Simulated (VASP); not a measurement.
Zn:

```
Zn
1.0
     2.66480    0.00000    0.00000
    -1.33240    2.30778    0.00000
     0.00000    0.00000    4.94670
Zn
2
Direct
  0.33333 0.66667 0.25000
  0.66667 0.33333 0.75000
```

- Program: VASP 6.6.1
- Task: relaxation of cell and atoms
- Functional: RPBE
- Potentials or basis: VASP PAW PBE potentials, release 64 (Zn)
- Cutoff: 600 eV
- k mesh: 13 × 13 × 7
- Occupations: fermi-dirac, width 0.1 eV
- Spin: no spin polarisation

At the start: pressure 3.1 GPa; volume 15.21 Å³/atom.

Where does the relaxation end?

Over 5 steps the energy falls by 6.1 meV/atom and the volume is 15.93 Å³/atom (+4.7 %); space group P6_3/mmc (No. 194, to 0.05 Å).

The path:
| step | energy change (eV) | largest force (eV/Å) | pressure (GPa) | volume (Å³) |
| --- | --- | --- | --- | --- |
| 1 | 0.0000 | 0.0000 | 3.09 | 30.42 |
| 2 | -0.0116 | 0.0000 | 0.02 | 31.73 |
| 3 | -0.0116 | 0.0000 | 0.03 | 31.73 |
| 4 | -0.0120 | 0.0000 | 0.02 | 31.77 |
| 5 | -0.0122 | 0.0000 | -0.06 | 31.86 |

Final structure:
```xyz
2
Lattice="2.6960 0.0000 0.0000 -1.3480 2.3348 0.0000 0.0000 0.0000 5.0614" Properties=species:S:1:pos:R:3 pbc="T T T"
Zn    0.0000    1.5565    1.2653
Zn    1.3480    0.7783    3.7960
```

Caveat: the PAW data sets were made with another functional, which shifts forces and pressure a little.
